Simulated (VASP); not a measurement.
# Os (P6_3/mmc) in VASP: a series of runs

Runs on Os. Level: r2SCAN. Tasks: single point.

Everything below comes from runs of VASP 6.6.1. Logs are shortened: lines on timing, memory, paths and dates and some standing lists are left out, and cuts for length are marked.

## 1. The cell of the first run

The structure is hexagonal, space group P6_3/mmc (No. 194). Conventional cell: a = 2.726 Å, b = 2.726 Å, c = 8.748 Å, α = 90.00°, β = 90.00°, γ = 120.00°. Os (site symmetry -3m) has 12 Os at 2.69 to 2.73 Å within 3.6 Å. Os (site symmetry -6m2) has 12 Os at 2.69 to 2.73 Å within 3.6 Å.

## 2. Single point, r2SCAN

The input, POSCAR:

```
Os
1.0
    2.7258741804      0.0000000000      0.0000000000
   -1.3629370902      2.3606762878      0.0000000000
    0.0000000000      0.0000000000      8.7478417212
Os
4
Direct
    1.0000000000      0.0000000000      0.0000000000
    1.0000000000      0.0000000000      0.5000000000
    0.3333333333      0.6666666667      0.2500000000
    0.6666666667      0.3333333333      0.7500000000
```

The input, INCAR.step1:

```
  PREC = Accurate
  ENCUT = 520
  ISMEAR = -1
  SIGMA = 0.1
  LREAL = F
  LASPH = T
  NELM = 100
  NBANDS = 24
  GGA = PE
  ALGO = Normal
  EDIFF = 1E-4
  LWAVE = T
  LCHARG = F
```

The input, INCAR.step2:

```
  PREC = Accurate
  ENCUT = 520
  EDIFF = 1E-6
  ISMEAR = -1
  SIGMA = 0.1
  LREAL = F
  LASPH = T
  NELM = 100
  ALGO = Normal
  ISIF = 2
  LWAVE = F
  LCHARG = F
  METAGGA = R2SCAN
  LMIXTAU = T
  NBANDS = 24
  ISTART = 1
```

The input, KPOINTS:

```
Automatic mesh
0
Gamma
  13 13 4
```

Potentials or basis: VASP PAW PBE potentials, release 64 (Os).

Run with:

```console
$ cat potpaw_PBE.64/Os/POTCAR > POTCAR
$ cp INCAR.step1 INCAR
$ mpirun -np 1 vasp_std > vasp.out
$ cp INCAR.step2 INCAR
$ mpirun -np 1 vasp_std > vasp.out
```

OUTCAR:

```text
PREC = Accurate
   ENCUT = 520
   EDIFF = 1E-6
   ISMEAR = -1
   LREAL = F
   LASPH = T
   NELM = 100
   ISIF = 2
   METAGGA = R2SCAN
   ISTART = 1

 ion  position               nearest neighbor table
   1  0.000  0.000  0.000-   3 2.69   4 2.69   4 2.69   3 2.69   4 2.69   3 2.69
   2  0.000  0.000  0.500-   3 2.69   4 2.69   4 2.69   3 2.69   4 2.69   3 2.69
   3  0.333  0.667  0.250-   1 2.69   2 2.69   1 2.69   2 2.69   1 2.69   2 2.69
   4  0.667  0.333  0.750-   1 2.69   2 2.69   1 2.69   2 2.69   1 2.69   2 2.69

  LATTYP: Found a hexagonal cell.
 ALAT       =     2.7258741804
 C/A-ratio  =     3.2091876375

  Lattice vectors:

 A1 = (   2.7258741804,   0.0000000000,   0.0000000000)
 A2 = (  -1.3629370902,   2.3606762878,   0.0000000000)
 A3 = (   0.0000000000,   0.0000000000,   8.7478417212)

Analysis of symmetry for initial positions (statically):
=====================================================================
 Subroutine PRICEL returns:
 Original cell was already a primitive cell.

 Routine SETGRP: Setting up the symmetry group for a
 hexagonal supercell.

 Subroutine GETGRP returns: Found 24 space group operations
 (whereof 12 operations were pure point group operations)
 out of a pool of 24 trial point group operations.

The static configuration has the point symmetry D_3d.
 The point group associated with its full space group is D_6h.

Analysis of symmetry for dynamics (positions and initial velocities):
=====================================================================
 Subroutine PRICEL returns:
 Original cell was already a primitive cell.

 Routine SETGRP: Setting up the symmetry group for a
 hexagonal supercell.

 Subroutine GETGRP returns: Found 24 space group operations
 (whereof 12 operations were pure point group operations)
 out of a pool of 24 trial point group operations.

The dynamic configuration has the point symmetry D_3d.
 The point group associated with its full space group is D_6h.

 Subroutine INISYM returns: Found 24 space group operations
 (whereof 12 operations are pure point group operations),
 and found     1 'primitive' translations

----------------------------------------------------------------------------------------

                                     Primitive cell

  volume of cell :      56.2915

  direct lattice vectors                    reciprocal lattice vectors
     2.725874180  0.000000000  0.000000000     0.366854790  0.211803712  0.000000000
    -1.362937090  2.360676288  0.000000000     0.000000000  0.423607424  0.000000000
     0.000000000  0.000000000  8.747841721     0.000000000  0.000000000  0.114313911

  length of vectors
     2.725874180  2.725874180  8.747841721     0.423607424  0.423607424  0.114313911

  position of ions in fractional coordinates (direct lattice)
     0.000000000  0.000000000  0.000000000
     0.000000000  0.000000000  0.500000000
     0.333333333  0.666666667  0.250000000
     0.666666667  0.333333333  0.750000000

  ion indices of the primitive-cell ions
   primitive index   ion index
                 1           1
                 2           2
                 3           3
                 4           4

----------------------------------------------------------------------------------------

 KPOINTS: Automatic mesh

Automatic generation of k-mesh.
 Grid dimensions read from file:
 generate k-points for:   13   13    4

 Generating k-lattice:

  Cartesian coordinates                     Fractional coordinates (reciprocal lattice)
     0.028219599  0.016292593  0.000000000     0.076923077 -0.000000000  0.000000000
     0.000000000  0.032585186  0.000000000     0.000000000  0.076923077  0.000000000
     0.000000000  0.000000000  0.028578478     0.000000000  0.000000000  0.250000000

  Length of vectors
     0.032585186  0.032585186  0.028578478

  Shift w.r.t. Gamma in fractional coordinates (k-lattice)
     0.000000000  0.000000000  0.000000000

 Subroutine IBZKPT returns following result:
 ===========================================

 Found     63 irreducible k-points:

 Following reciprocal coordinates:
            Coordinates               Weight
  0.000000  0.000000  0.000000      1.000000
  0.076923 -0.000000  0.000000      6.000000
  0.153846  0.000000  0.000000      6.000000
  0.230769 -0.000000  0.000000      6.000000
  0.307692  0.000000  0.000000      6.000000
  0.384615 -0.000000  0.000000      6.000000
[... 16 lines left out ...]
  0.076923 -0.000000  0.250000     12.000000
  0.153846  0.000000  0.250000     12.000000
 [... further k-points ...]
   k-points           NKPTS =     63   k-points in BZ     NKDIM =     63   number of bands    NBANDS=     24
   number of dos      NEDOS =    301   number of ions     NIONS =      4
   total plane-waves  NPLWV =  28000
   dimension x,y,z NGX =    20 NGY =   20 NGZ =   70
   dimension x,y,z NGXF=    40 NGYF=   40 NGZF=  140
   ions per type =               4
   NGX,Y,Z   is equivalent  to a cutoff of  12.20, 12.20, 13.30 a.u.
   NGXF,Y,Z  is equivalent  to a cutoff of  24.40, 24.40, 26.61 a.u.
 SYSTEM =  unknown system
   PREC   = accura    normal or accurate (medium, high low for compatibility)
   ISTART =      1    job   : 0-new  1-cont  2-samecut
   ICHARG =      0    charge: 1-file 2-atom 10-const
   ISPIN  =      1    spin polarized calculation?
   LNONCOLLINEAR =      F non collinear calculations
   LSORBIT =      F    spin-orbit coupling
   LASPH  =      T    aspherical Exc in radial PAW
   ENCUT  =  520.0 eV  38.22 Ry    6.18 a.u.   5.07  5.07 16.27*2*pi/ulx,y,z
   NELM   =    100;   NELMIN=  2; NELMDL=  0     # of ELM steps
   EDIFF  = 0.1E-05   stopping-criterion for ELM
   LREAL  =      F    real-space projection
   EDIFFG = 0.1E-04   stopping-criterion for IOM
   NSW    =      0    number of steps for IOM
   IBRION =     -1    ionic relax: 0-MD 1-quasi-New 2-CG
   NFREE  =      0    steps in history (QN), initial steepest desc. (CG)
   ISIF   =      2    stress and relaxation
   ISYM   =      2    0-nonsym 1-usesym 2-fastsym
   POTIM  = 0.5000    time-step for ionic-motion
   TEBEG  =    0.0;   TEEND  =   0.0 temperature during run
   PSTRESS=    0.0 pullay stress
   NELECT =      32.0000    total number of electrons
   NUPDOWN=      -1.0000    fix difference up-down
   EMIN   =  10.00;   EMAX   =-10.00  energy-range for DOS
   EFERMI =   0.00;   METHOD = LEGACY
   ISMEAR =    -1;   SIGMA  =   0.10  broadening in eV -4-tet -1-fermi 0-gaus
   EFERMI_NEDOS =   21; number of points for ismear=-14 and -15
   IALGO  =     38    algorithm
   IMIX   =      4    mixing-type and parameters
     AMIX     =   0.40;   BMIX     =  1.00
     AMIX_MAG =   1.60;   BMIX_MAG =  1.00
  volume/ion in A,a.u.               =      14.07        94.97
  Fermi-wavevector in a.u.,A,eV,Ry     =   1.356158  2.562768 25.023369  1.839166
  Thomas-Fermi vector in A             =   2.483185
   LORBIT       =      0    0 simple, 1 ext, 2 COOP (PROOUT), +10 PAW based schemes
   METAGGA = R2SCAN    functional components
   LHFCALC =     F    Hartree Fock is set to
   AEXX    =    0.0000 exact exchange contribution
   IVDW    =     0    specifies the selected vdW correction
   LEPSILON=     F    determine dielectric tensor
   LRPA    =     F    only Hartree local field effects (RPA)
 non-spin polarized calculation
  energy-cutoff  :      520.00
  volume of cell :       56.29
 maximum number of plane-waves:      1538
   NGX = 11   NGY = 11   NGZ = 33

 number of electron      32.0000002 magnetization

 Free energy of the ion-electron system (eV)
  ---------------------------------------------------
  ext. energy  EPLUGINS =         0.00000000
  ---------------------------------------------------
  free energy    TOTEN  =      -211.60701930 eV

  energy without entropy =     -211.48475152  energy(sigma->0) =     -211.54588541

 E-fermi :   9.1536     XC(G=0): -15.3486

 val. band max:        9.1465662701   @ k =   0.1538   0.0000   0.2500
 cond. band min:       9.1710090038   @ k =   0.0000   0.0000   0.0000
 fundamental gap:      0.0244427338
 Fermi energy:         9.1535897679

 k-point     1 :       0.0000    0.0000    0.0000
  band No.  band energies     occupation
      1      -2.2057      2.00000
      2       0.2604      2.00000
      3       0.2694      2.00000
      4       1.0812      2.00000
      5       5.3424      2.00000
      6       5.3875      2.00000
[... 16 lines left out ...]
     23      11.3898      0.00000
     24      11.3898      0.00000

 k-point     2 :       0.0769   -0.0000    0.0000
  band No.  band energies     occupation
      1      -1.9536      2.00000
      2       0.4952      2.00000
      3       0.5048      2.00000
      4       1.3134      2.00000
      5       4.9730      2.00000
      6       5.2004      2.00000
[... 16 lines left out ...]
     23      11.4324      0.00000
     24      12.4562      0.00000

 k-point     3 :       0.1538    0.0000    0.0000
  band No.  band energies     occupation
      1      -1.2394      2.00000
      2       1.1024      2.00000
      3       1.1150      2.00000
      4       1.9241      2.00000
      5       4.3508      2.00000
      6       4.7582      2.00000
[... 16 lines left out ...]
     23      11.5510      0.00000
     24      14.3250      0.00000
[... 514 lines left out ...]
 k-point    23 :       0.0769   -0.0000    0.2500
  band No.  band energies     occupation
      1      -1.7610      2.00000
      2      -0.3877      2.00000
      3       1.1251      2.00000
      4       1.3336      2.00000
      5       5.1869      2.00000
      6       5.3200      2.00000
[... 16 lines left out ...]
     23      11.2586      0.00000
     24      12.0836      0.00000

 k-point    24 :       0.1538    0.0000    0.2500
  band No.  band energies     occupation
      1      -1.0620      2.00000
      2       0.2279      2.00000
      3       1.7689      2.00000
      4       1.9574      2.00000
      5       4.5156      2.00000
      6       4.7530      2.00000
[... 16 lines left out ...]
     23      11.3857      0.00000
     24      13.6632      0.00000

 [... further k-points ...]

------------------------ aborting loop because EDIFF is reached ----------------------------------------

  FORCE on cell =-STRESS in cart. coord.  units (eV):
  Direction    XX          YY          ZZ          XY          YZ          ZX
  --------------------------------------------------------------------------------------
  -------------------------------------------------------------------------------------
  Total        0.3393872      0.3393872      0.3567486     -0.0000000      0.0000000      0.0000000
  in kB        9.6596832      9.6596832     10.1538242     -0.0000000      0.0000000      0.0000000
  external PRESSURE =       9.8243969 kB  Pullay stress =       0.0000000 kB

 VOLUME and BASIS-vectors are now :
 -----------------------------------------------------------------------------
  energy-cutoff  :      520.00
  volume of cell :       56.29
      direct lattice vectors                 reciprocal lattice vectors
     2.725874180  0.000000000  0.000000000     0.366854790  0.211803712  0.000000000
    -1.362937090  2.360676288  0.000000000     0.000000000  0.423607424  0.000000000
     0.000000000  0.000000000  8.747841721     0.000000000  0.000000000  0.114313911

 POSITION                                       TOTAL-FORCE (eV/Angst)
 -----------------------------------------------------------------------------------
      0.00000      0.00000      0.00000        -0.000000      0.000000     -0.000000
      0.00000      0.00000      4.37392        -0.000000      0.000000     -0.000000
     -0.00000      1.57378      2.18696        -0.000000      0.000000     -0.000000
      1.36294      0.78689      6.56088         0.000000     -0.000000      0.000000
 -----------------------------------------------------------------------------------
    total drift:                                0.000000     -0.000000      0.000000

  FREE ENERGIE OF THE ION-ELECTRON SYSTEM (eV)
  ---------------------------------------------------
  free  energy   TOTEN  =      -211.6070192967 eV

  energy  without entropy=     -211.4847515166  energy(sigma->0) =     -211.54588541
```

Wall time 2.4 min (1 thread of Intel Xeon 6975P-C (Granite Rapids), shared host); peak memory 0.21 GiB.

Results:

| Property | Result |
| --- | --- |
| Free energy | -211.6070 eV |
| Pressure | 1.0 GPa |
| Band gap on the k mesh | zero (bands 16 and 17 overlap by 3.71 eV) |

Caveat: the PAW data sets were made with another functional, which shifts forces and pressure a little; spin-orbit coupling is left out, which moves the levels of the heavy elements.

## 3. Single point, r2SCAN (12.38 Å³/atom)

This run uses another cell than the first one, of 12.38 Å³/atom.

The input, POSCAR:

```
Os
1.0
    2.6121615352      0.0000000000      0.0000000000
   -1.3060807676      2.2621982483      0.0000000000
    0.0000000000      0.0000000000      8.3829165059
Os
4
Direct
    1.0000000000      0.0000000000      0.0000000000
    1.0000000000      0.0000000000      0.5000000000
    0.3333333333      0.6666666667      0.2500000000
    0.6666666667      0.3333333333      0.7500000000
```

The input, INCAR.step1:

```
PREC = Accurate
ENCUT = 520
ISMEAR = -1
SIGMA = 0.1
LREAL = False
LASPH = True
NELM = 100
NBANDS = 24
GGA = PE
ALGO = Normal
EDIFF = 1E-4
LWAVE = True
LCHARG = False
```

The input, INCAR.step2:

```
PREC = Accurate
ENCUT = 520
EDIFF = 1E-6
ISMEAR = -1
SIGMA = 0.1
LREAL = False
LASPH = True
NELM = 100
ALGO = Normal
ISIF = 2
LWAVE = False
LCHARG = True
METAGGA = R2SCAN
LMIXTAU = True
LELF = True
LVHAR = True
NBANDS = 24
ISTART = 1
```

The input, KPOINTS:

```
Automatic mesh
0
Gamma
  15 15 4
```

Potentials or basis: VASP PAW PBE potentials, release 64 (Os).

Run with:

```console
$ cat potpaw_PBE.64/Os/POTCAR > POTCAR
$ cp INCAR.step1 INCAR
$ mpirun -np 1 vasp_std > vasp.out
$ cp INCAR.step2 INCAR
$ mpirun -np 1 vasp_std > vasp.out
```

Wall time 2.7 min (1 thread of Intel Xeon 6975P-C (Granite Rapids), shared host); peak memory 0.21 GiB.

Results (log left out):

```
Free energy            : -210.1876 eV
Pressure               : 76.1 GPa
Band gap on the k mesh : zero (bands 16 and 17 overlap by 4.52 eV)
```

Stress tensor (GPa, compression positive):
```
74.24  0.00  0.00
 0.00 74.24  0.00
 0.00  0.00 79.92
```

Levels at points of the mesh, in eV from the Fermi level:
```
           k point  band 12  band 13  band 14  band 15  band 16  band 17  band 18  band 19  band 20  band 21
(0.00, 0.00, 0.00)    -3.29    -3.29    -3.10    -3.10    -1.07    -1.07    -0.10     0.02     0.02     1.20
(0.00, 0.00, 0.50)    -3.55    -3.55    -3.55    -2.25    -2.25    -0.40    -0.40    -0.40    -0.40     1.95
```

Caveat: the cell stands under pressure; the PAW data sets were made with another functional, which shifts forces and pressure a little; spin-orbit coupling is left out, which moves the levels of the heavy elements.
